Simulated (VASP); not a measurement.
# Al16ClO24 (a cell with a defect) in VASP: further runs

The runs below take Al16ClO24 (a cell with a defect) through single point, with PBE.

All numbers are computed with VASP 6.6.1; they aren't measurements. Logs are shortened: lines on timing, memory, paths and dates and some standing lists are left out, and cuts for length are marked.

## 1. The cell of the first run

The cell holds a defect, 41 atoms: a = 5.181 Å, b = 10.361 Å, c = 10.361 Å, α = 55.29°, β = 55.29°, γ = 55.29°.

## 2. Single point, PBE

INCAR reads:

```
PREC     = Accurate       # precision mode
ENCUT    = 520            # plane-wave cutoff, eV
EDIFF    = 1E-6           # SCF threshold, eV
ISMEAR   = -1             # smearing method
SIGMA    = 0.01           # smearing width, eV
LREAL    = Auto         
LASPH    = T              # aspherical terms in the spheres
NELM     = 60             # most SCF steps
ALGO     = Normal         # electronic algorithm
ISIF     = 2              # what is computed and relaxed
LWAVE    = F              # write WAVECAR
LCHARG   = T              # write CHGCAR
GGA      = PE             # functional
LELF     = T              # ELF
LVHAR    = T            
NBANDS   = 126            # bands
NELECT   = 200.0
```

KPOINTS reads:

```
Automatic mesh
0
Gamma
  1 1 1
  0.25 0.25 0.25
```

POSCAR reads:

```
Al16ClO24
1.0
    2.4039417600      1.3879164200      4.3742070900
   -4.8078835200      2.7758328500      8.7484141900
    0.0000000000     -5.5516656900      8.7484141900
Al O Cl
16 24 1
Direct
    0.6186447897      0.3255199587      0.3290321065
    0.8402674243      0.4217651993      0.4248538695
    0.1206699896      0.0615679698      0.0710462904
    0.3019693062      0.1512872811      0.1944899825
    0.6605201510      0.3038076876      0.8162939513
    0.8558997539      0.4551603947      0.9143716105
    0.1352320449      0.0766850857      0.5665992751
    0.3428093238      0.1744617243      0.6790854287
    0.6489497398      0.8108113192      0.3288299038
    0.8432857305      0.9197418708      0.4297203657
    0.1651521849      0.6237951110      0.0495243059
    0.3809653848      0.6815888080      0.1797859908
    0.6651389336      0.8337007837      0.8191127716
    0.8295080966      0.9570411044      0.9425041665
    0.1498250178      0.5740774720      0.5782447804
    0.3612112843      0.6909287375      0.6737350496
    0.4279915546      0.0187570624      0.3781263306
    0.8923467393      0.1244935716      0.2781226615
   -0.0023682357      0.3396664858      0.2678038555
    0.7970509769      0.1183086333      0.0112726761
    0.2386261055      0.2804833467      0.4680344824
    0.5699644352      0.4979757304      0.1212344955
    0.4593737108      0.0314682430      0.8707948513
    0.9636642654      0.1276032931      0.7511972267
    0.0318096984      0.3791634416      0.7274073701
    0.7144806048      0.2197544425      0.5462663159
    0.2055490225      0.2633967469      0.9748921330
    0.5571550418      0.4667557486      0.6292222490
    0.4256536740      0.5303644799      0.3840454358
    0.9409311472      0.6184138334      0.2755721091
    0.0401417978      0.8640703392      0.2354160653
    0.7657514429      0.7340059002      0.0223725091
    0.2473302985      0.7725458858      0.4761277386
    0.4904180327      0.9494482072      0.1526889064
    0.4853541357      0.6287777278      0.8344408877
    0.9987184035      0.6255706621      0.7824304466
    0.0488855711      0.8869530736      0.7074675934
    0.7623255538      0.7180883686      0.5217768140
    0.2319555720      0.8110322702      0.9819737480
    0.5580144327      0.9686408121      0.6233664945
    1.4345810855      0.3763671420      0.0303914051
```

Potentials or basis: VASP PAW PBE potentials, release 64 (Al, O, Cl).

Run with:

```bash
$ cat potpaw_PBE.64/Al/POTCAR potpaw_PBE.64/O/POTCAR potpaw_PBE.64/Cl/POTCAR > POTCAR
$ mpirun -np 1 vasp_std > vasp.out
```

OUTCAR:

```text
PREC = Accurate
   ENCUT = 520
   EDIFF = 1E-6
   ISMEAR = -1
   LREAL = Auto
   LASPH = T
   NELM = 60
   ISIF = 2
   GGA = PE
   NELECT = 200.0

 ion  position               nearest neighbor table
   1  0.619  0.326  0.329-  19 1.76  21 1.79  22 1.90  18 1.91  29 2.04  26 2.09   2 2.65   4 2.78
                             8 2.80  12 2.83   2 3.20  10 3.31   6 3.33
   2  0.840  0.422  0.425-  19 1.82  21 1.86  30 1.88  28 1.91  29 1.95  26 2.00   1 2.65   7 2.76
                            15 2.79  11 3.10   5 3.19   9 3.20   1 3.20  12 3.34
   3  0.121  0.062  0.071-  20 1.78  23 1.86  31 1.86  27 1.93  34 1.98  18 2.06   4 2.66  14 2.82
                            10 2.85  12 3.04   6 3.13   8 3.16  14 3.32   4 3.34
   4  0.302  0.151  0.194-  17 1.83  18 1.91  19 1.92  34 1.93  27 2.10  20 2.12  41 2.19   3 2.66
                             9 2.77   1 2.78   5 3.05   7 3.13  14 3.15  10 3.25   3 3.34
   5  0.661  0.304  0.816-  24 1.78  28 1.82  20 1.98  25 2.01  27 2.09  41 2.19   8 2.71  14 2.79
                             4 3.05   6 3.05  16 3.07   2 3.19   6 3.23
   6  0.856  0.455  0.914-  36 1.77  27 1.84  22 1.92  35 1.95  25 2.03  41 2.19  15 2.68  11 2.79
                             5 3.05  13 3.10   3 3.13   5 3.23   1 3.33
   7  0.135  0.077  0.567-  37 1.78  17 1.84  24 1.85  26 1.87  21 2.00  40 2.08   8 2.75   2 2.76
                            10 2.83  14 2.99  16 3.11   4 3.13   8 3.22
   8  0.343  0.174  0.679-  26 1.76  23 1.87  24 1.91  25 1.94  40 2.02  21 2.05   5 2.71   7 2.75
                            13 2.75   1 2.80   3 3.16   7 3.22  15 3.28  14 3.34
   9  0.649  0.811  0.329-  30 1.85  34 1.86  33 1.86  38 1.94  31 1.94  17 2.00  10 2.69  16 2.74
                             4 2.77  12 2.91  14 3.10   2 3.20  10 3.29  11 3.31
  10  0.843  0.920  0.430-  40 1.84  18 1.84  33 1.90  38 1.93  31 1.93  17 2.03   9 2.69  15 2.78
                             7 2.83   3 2.85  13 3.24   4 3.25   9 3.29   1 3.31  16 3.31
  11  0.165  0.624  0.050-  32 1.81  39 1.82  35 1.86  30 1.91  22 2.05  41 2.18  12 2.61  14 2.68
                             6 2.79   2 3.10  16 3.15  12 3.25  13 3.26   9 3.31
  12  0.381  0.682  0.180-  31 1.82  29 1.83  32 1.86  22 1.86  39 2.02  30 2.23  11 2.61   1 2.83
                            13 2.88   9 2.91   3 3.04  15 3.22  11 3.25   2 3.34
  13  0.665  0.834  0.819-  37 1.87  40 1.88  36 1.93  23 1.93  39 1.94  32 1.98  35 2.66   8 2.75
                            16 2.78  12 2.88  14 2.89   6 3.10  10 3.24  11 3.26  14 3.36
  14  0.830  0.957  0.943-  24 1.84  34 1.85  39 1.86  23 2.03  20 2.06  32 2.12  37 2.38  11 2.68
                             5 2.79   3 2.82  13 2.89   7 2.99   9 3.10   4 3.15   3 3.32   8 3.34
  15  0.150  0.574  0.578-  29 1.82  38 1.88  25 1.90  33 1.92  28 1.97  36 2.07   6 2.68  10 2.78
                            16 2.78   2 2.79  16 3.20  12 3.22   8 3.28
  16  0.361  0.691  0.674-  35 1.77  37 1.81  38 1.82  36 1.85  33 2.02  28 2.15   9 2.74  13 2.78
                            15 2.78   5 3.07   7 3.11  11 3.15  15 3.20  10 3.31
  17  0.428  0.019  0.378-   4 1.83   7 1.84   9 2.00  10 2.03
  18  0.892  0.124  0.278-  10 1.84   4 1.91   1 1.91   3 2.06
  19  0.998  0.340  0.268-   1 1.76   2 1.82   4 1.92  41 2.21
  20  0.797  0.118  0.011-   3 1.78   5 1.98  14 2.06   4 2.12  41 2.28
  21  0.239  0.280  0.468-   1 1.79   2 1.86   7 2.00   8 2.05
  22  0.570  0.498  0.121-  12 1.86   1 1.90   6 1.92  11 2.05
  23  0.459  0.031  0.871-   3 1.86   8 1.87  13 1.93  14 2.03
  24  0.964  0.128  0.751-   5 1.78  14 1.84   7 1.85   8 1.91
  25  0.032  0.379  0.727-  15 1.90   8 1.94   5 2.01   6 2.03
  26  0.714  0.220  0.546-   8 1.76   7 1.87   2 2.00   1 2.09
  27  0.206  0.263  0.975-   6 1.84   3 1.93   5 2.09   4 2.10
  28  0.557  0.467  0.629-   5 1.82   2 1.91  15 1.97  16 2.15
  29  0.426  0.530  0.384-  15 1.82  12 1.83   2 1.95   1 2.04
  30  0.941  0.618  0.276-   9 1.85   2 1.88  11 1.91  12 2.23
  31  0.040  0.864  0.235-  12 1.82   3 1.86  10 1.93   9 1.94
  32  0.766  0.734  0.022-  11 1.81  12 1.86  13 1.98  14 2.12
  33  0.247  0.773  0.476-   9 1.86  10 1.90  15 1.92  16 2.02
  34  0.490  0.949  0.153-  14 1.85   9 1.86   4 1.93   3 1.98
  35  0.485  0.629  0.834-  16 1.77  11 1.86   6 1.95  41 2.27  13 2.66
  36  0.999  0.626  0.782-   6 1.77  16 1.85  13 1.93  15 2.07
  37  0.049  0.887  0.707-   7 1.78  16 1.81  13 1.87  14 2.38
  38  0.762  0.718  0.522-  16 1.82  15 1.88  10 1.93   9 1.94
  39  0.232  0.811  0.982-  11 1.82  14 1.86  13 1.94  12 2.02
  40  0.558  0.969  0.623-  10 1.84  13 1.88   8 2.02   7 2.08
  41  0.435  0.376  0.030-  11 2.18   4 2.19   5 2.19   6 2.19  19 2.21  35 2.27  20 2.28

  LATTYP: Found a base centered monoclinic cell.
 ALAT       =    14.1357249055
 B/A-ratio  =     0.6802457681
 C/A-ratio  =     0.3664920511
 COS(beta)  =    -0.1016821385

  Lattice vectors:

 A1 = (   7.2118252800,  -1.3879164300,  -4.3742071000)
[... 35 lines left out ...]
   NGXF,Y,Z  is equivalent  to a cutoff of  25.67, 25.67, 25.67 a.u.
 SYSTEM =  unknown system
   PREC   = accura    normal or accurate (medium, high low for compatibility)
   ISTART =      0    job   : 0-new  1-cont  2-samecut
   ICHARG =      2    charge: 1-file 2-atom 10-const
   ISPIN  =      1    spin polarized calculation?
   LNONCOLLINEAR =      F non collinear calculations
   LSORBIT =      F    spin-orbit coupling
   LASPH  =      T    aspherical Exc in radial PAW
   ENCUT  =  520.0 eV  38.22 Ry    6.18 a.u.   9.63 19.27 19.27*2*pi/ulx,y,z
   NELM   =     60;   NELMIN=  2; NELMDL= -5     # of ELM steps
   EDIFF  = 0.1E-05   stopping-criterion for ELM
   LREAL  =      T    real-space projection
   EDIFFG = 0.1E-04   stopping-criterion for IOM
   NSW    =      0    number of steps for IOM
   IBRION =     -1    ionic relax: 0-MD 1-quasi-New 2-CG
   NFREE  =      0    steps in history (QN), initial steepest desc. (CG)
   ISIF   =      2    stress and relaxation
   ISYM   =      2    0-nonsym 1-usesym 2-fastsym
   POTIM  = 0.5000    time-step for ionic-motion
   TEBEG  =    0.0;   TEEND  =   0.0 temperature during run
   PSTRESS=    0.0 pullay stress
   NELECT =     200.0000    total number of electrons
   NUPDOWN=      -1.0000    fix difference up-down
   EMIN   =  10.00;   EMAX   =-10.00  energy-range for DOS
   EFERMI =   0.00;   METHOD = LEGACY
   ISMEAR =    -1;   SIGMA  =   0.01  broadening in eV -4-tet -1-fermi 0-gaus
   EFERMI_NEDOS =   21; number of points for ismear=-14 and -15
   IALGO  =     38    algorithm
   IMIX   =      4    mixing-type and parameters
     AMIX     =   0.40;   BMIX     =  1.00
     AMIX_MAG =   1.60;   BMIX_MAG =  1.00
  volume/ion in A,a.u.               =       8.54        57.65
  Fermi-wavevector in a.u.,A,eV,Ry     =   1.358164  2.566558 25.097435  1.844609
  Thomas-Fermi vector in A             =   2.485021
   LORBIT       =      0    0 simple, 1 ext, 2 COOP (PROOUT), +10 PAW based schemes
   GGA     = PE    functional components
   LHFCALC =     F    Hartree Fock is set to
   AEXX    =    0.0000 exact exchange contribution
   IVDW    =     0    specifies the selected vdW correction
   LEPSILON=     F    determine dielectric tensor
   LRPA    =     F    only Hartree local field effects (RPA)
 non-spin polarized calculation
  energy-cutoff  :      520.00
  volume of cell :      350.27
 maximum number of plane-waves:      9444
 NGX is ok and might be reduce to    40
   NGX = 19   NGY = 39   NGZ = 39

 number of electron     199.9999997 magnetization

 Free energy of the ion-electron system (eV)
  ---------------------------------------------------
  ext. energy  EPLUGINS =         0.00000000
  ---------------------------------------------------
  free energy    TOTEN  =      -280.72132684 eV

  energy without entropy =     -280.72132684  energy(sigma->0) =     -280.72132684

 E-fermi :   8.1350     XC(G=0): -11.7780

 val. band max:        7.8850321799   @ k =   0.2500   0.2500   0.2500
 cond. band min:      12.8847485593   @ k =   0.2500   0.2500   0.2500
 fundamental gap:      4.9997163794
 Fermi energy:         8.1349744784

 k-point     1 :       0.2500    0.2500    0.2500
  band No.  band energies     occupation
      1     -12.8085      2.00000
      2     -12.0235      2.00000
      3     -11.7908      2.00000
      4     -11.6799      2.00000
      5     -11.5851      2.00000
      6     -11.4962      2.00000
[... 104 lines left out ...]
    111      15.9278      0.00000
    112      16.0440      0.00000
 [bands above 112 left out]

------------------------ aborting loop because EDIFF is reached ----------------------------------------

  FORCE on cell =-STRESS in cart. coord.  units (eV):
  Direction    XX          YY          ZZ          XY          YZ          ZX
  --------------------------------------------------------------------------------------
  -------------------------------------------------------------------------------------
  Total       43.1095096     61.1912372     40.2999123      1.3012750      9.9769076    -11.6823385
  in kB      197.1904262    279.8994068    184.3388378      5.9522593     45.6361180    -53.4370567
  external PRESSURE =     220.4762236 kB  Pullay stress =       0.0000000 kB

 VOLUME and BASIS-vectors are now :
 -----------------------------------------------------------------------------
  energy-cutoff  :      520.00
  volume of cell :      350.27
      direct lattice vectors                 reciprocal lattice vectors
     2.403941760  1.387916420  4.374207090     0.207991728  0.120084080  0.076204287
    -4.807883520  2.775832850  8.748414190    -0.103995864  0.060042040  0.038102144
     0.000000000 -5.551665690  8.748414190    -0.000000000 -0.120084080  0.038102144

 POSITION                                       TOTAL-FORCE (eV/Angst)
 -----------------------------------------------------------------------------------
     -0.07788     -0.06446      8.43237        -0.001452     -0.015291     -0.018112
     -0.00784     -0.02168     11.08208        -0.005939     -0.002990      0.007744
     -0.00593     -0.05604      1.68800         0.014935      0.001284      0.001381
     -0.00146     -0.24069      4.34588        -0.038397      0.009273      0.028566
      0.12718     -2.77172     12.68836        -0.002100      0.008949      0.004305
     -0.13082     -2.62492     15.72512        -0.008333     -0.018099     -0.002188
[... 33 lines left out ...]
     -3.31568      0.00254     16.36841        -0.009890      0.007322     -0.001749
     -0.76482      1.47917      5.45944         0.038485      0.022775      0.034673
 -----------------------------------------------------------------------------------
    total drift:                               -0.005086      0.010503      0.002313

  FREE ENERGIE OF THE ION-ELECTRON SYSTEM (eV)
  ---------------------------------------------------
  free  energy   TOTEN  =      -280.7213268425 eV

  energy  without entropy=     -280.7213268425  energy(sigma->0) =     -280.72132684
```

It took 4.6 min on 1 thread of Oxide Virtual Turin-like, shared host; peak memory 0.5 GiB.

Results:

```
Free energy   : -280.7213 eV
Largest force : 0.057 eV/Å
```

Forces in eV/Å, atoms in the order of the input:
```
Al  -0.001 -0.015 -0.018
Al  -0.006 -0.003  0.008
Al   0.015  0.001  0.001
Al  -0.038  0.009  0.029
Al  -0.002  0.009  0.004
Al  -0.008 -0.018 -0.002
Al   0.022 -0.008  0.003
Al  -0.004 -0.013 -0.006
Al  -0.011  0.018 -0.011
Al   0.009  0.011  0.002
Al   0.000 -0.017 -0.004
Al  -0.019  0.000  0.002
Al  -0.004 -0.008 -0.018
Al   0.011  0.008 -0.024
Al  -0.009 -0.003 -0.011
Al  -0.005  0.017  0.002
O    0.007 -0.005 -0.007
O    0.002 -0.015  0.006
O    0.019  0.041  0.004
O   -0.008  0.002 -0.011
O   -0.020 -0.010  0.006
O    0.005  0.001 -0.024
O   -0.002  0.007  0.006
O   -0.010 -0.005 -0.004
O   -0.003 -0.004  0.004
O    0.006  0.028  0.002
O   -0.007 -0.011  0.014
O   -0.003 -0.004  0.000
O    0.009  0.010  0.006
O    0.005 -0.008  0.002
O   -0.003 -0.011  0.003
O    0.005 -0.016 -0.004
O    0.001 -0.003  0.004
O   -0.004  0.003 -0.006
O    0.008 -0.005 -0.002
O    0.010 -0.001 -0.009
O   -0.010 -0.020  0.015
O    0.015  0.000 -0.009
O    0.004  0.008  0.014
O   -0.010  0.007 -0.002
Cl   0.038  0.023  0.035
```

Caveat: the k points lie up to 1.22 Å⁻¹ apart, too coarse for converged energies, forces and pressures; the cell carries a net charge on a neutralising background, which shifts energy and pressure; the cell is charged against a uniform background, so pressure and absolute levels hang on convention.

## 3. Single point, PBE

INCAR reads:

```
ALGO = Normal ; EDIFF = 1E-6
ENCUT = 520 ; GGA = PE
ISIF = 2 ; ISMEAR = -1
LASPH = True ; LCHARG = False
LREAL = Auto ; LWAVE = False
NBANDS = 126 ; NELECT = 200.0
NELM = 80 ; PREC = Accurate
SIGMA = 0.01
```

KPOINTS is that of step 2.

POSCAR reads:

```
Al16ClO24
1.0
    2.4039417600      1.3879164200      4.3742070900
   -4.8078835200      2.7758328500      8.7484141900
    0.0000000000     -5.5516656900      8.7484141900
Al O Cl
16 24 1
Direct
    0.6153533352      0.3319322469      0.3244893575
    0.8346479384      0.4242105753      0.4245670327
    0.1300552461      0.0599673923      0.0683615135
    0.2975996964      0.1543293083      0.1911078455
    0.6592215938      0.3106947813      0.8226700795
    0.8616782095      0.4533336181      0.9161925391
    0.1354097862      0.0764511532      0.5659413343
    0.3440534218      0.1758252638      0.6749082430
    0.6458592976      0.8134001417      0.3283638928
    0.8417341224      0.9203492117      0.4320206437
    0.1622036090      0.6051388344      0.0606836446
    0.3820753862      0.6870786205      0.1768195641
    0.6652582811      0.8374061365      0.8208538858
    0.8455869623      0.9570322973      0.9376142242
    0.1443736505      0.5753034232      0.5783915820
    0.3540627017      0.6848211069      0.6736330268
    0.4285825673      0.0191692521      0.3781824302
    0.9103716318      0.1191003028      0.2862539565
   -0.0159758912      0.3652735930      0.2471298370
    0.8296021748      0.1101370925     -0.0032264839
    0.2382832584      0.2844180958      0.4627705420
    0.5765630562      0.5171911918      0.1110248108
    0.4648203139      0.0363037005      0.8666884894
    0.9575021413      0.1361452248      0.7426631144
    0.0372564413      0.3762007352      0.7317368178
    0.7214367477      0.2231932035      0.5346944683
    0.2358810937      0.2771259757      0.9728587656
    0.5512455418      0.4695862886      0.6302196458
    0.4169659260      0.5338635579      0.3847929569
    0.9368464882      0.6202268385      0.2774586481
    0.0374753324      0.8658054005      0.2342199214
    0.7668915244      0.7400330199      0.0207626526
    0.2477056385      0.7733331960      0.4748267565
    0.4925872364      0.9531969751      0.1490533537
    0.4525727514      0.5710183130      0.8586602311
    0.9617889898      0.6353736949      0.7745356342
    0.0606056321      0.8820453724      0.7090436081
    0.7531362875      0.7192453308      0.5281469022
    0.2484637087      0.8023210773      0.9708158532
    0.5580172899      0.9712186343      0.6239777649
    1.5335534746      0.3139876897      0.1076571294
```

Potentials or basis: VASP PAW PBE potentials, release 64 (Al, O, Cl).

Run with:

```bash
$ cat potpaw_PBE.64/Al/POTCAR potpaw_PBE.64/O/POTCAR potpaw_PBE.64/Cl/POTCAR > POTCAR
$ mpirun -np 1 vasp_std > vasp.out
```

Run time: 3.4 min. Hardware: 1 thread of Oxide Virtual Turin-like, shared host; peak memory 0.5 GiB.

It converged, with:

* Free energy: -281.4016 eV
* Largest force: 0.922 eV/Å

Forces in eV/Å, atoms in the order of the input:
```
Al  -0.058  0.048 -0.035
Al  -0.040  0.005  0.003
Al   0.030  0.036  0.012
Al  -0.017  0.041 -0.008
Al  -0.042 -0.020  0.100
Al   0.019 -0.037 -0.005
Al   0.005  0.001 -0.023
Al  -0.023  0.036 -0.026
Al  -0.033  0.014 -0.012
Al   0.009  0.012  0.010
Al   0.079 -0.139 -0.107
Al  -0.059  0.036  0.024
Al  -0.030 -0.001  0.023
Al   0.045  0.069 -0.034
Al  -0.039 -0.012 -0.033
Al   0.021 -0.019 -0.117
O   -0.018  0.004 -0.002
O    0.031 -0.046  0.073
O   -0.152  0.231  0.030
O    0.062  0.081 -0.045
O   -0.038  0.020 -0.031
O   -0.041  0.112  0.062
O   -0.019  0.044  0.024
O   -0.075  0.051 -0.033
O    0.019 -0.022  0.029
O    0.006  0.090 -0.051
O   -0.011  0.102  0.229
O   -0.039 -0.005 -0.004
O   -0.054 -0.012 -0.010
O   -0.022 -0.020  0.006
O   -0.039  0.012 -0.007
O   -0.045  0.026  0.036
O   -0.018  0.013 -0.011
O   -0.019  0.045  0.007
O    0.228 -0.373 -0.462
O   -0.156  0.026 -0.167
O    0.022  0.006  0.034
O   -0.042 -0.048  0.015
O    0.078  0.065 -0.109
O   -0.029  0.006  0.012
Cl   0.503 -0.480  0.605
```

Levels at points of the mesh, in eV from the Fermi level:
| k point | band 97 | band 98 | band 99 | band 100 | band 101 | band 102 | band 103 | band 104 |
| --- | --- | --- | --- | --- | --- | --- | --- | --- |
| (0.25, 0.25, 0.25) | -1.60 | -1.32 | -1.10 | -0.27 | 4.58 | 5.31 | 5.83 | 6.61 |

Caveat: the k points lie up to 1.22 Å⁻¹ apart, too coarse for converged energies, forces and pressures; the cell carries a net charge on a neutralising background, which shifts energy and pressure; the cell is charged against a uniform background, so pressure and absolute levels hang on convention.
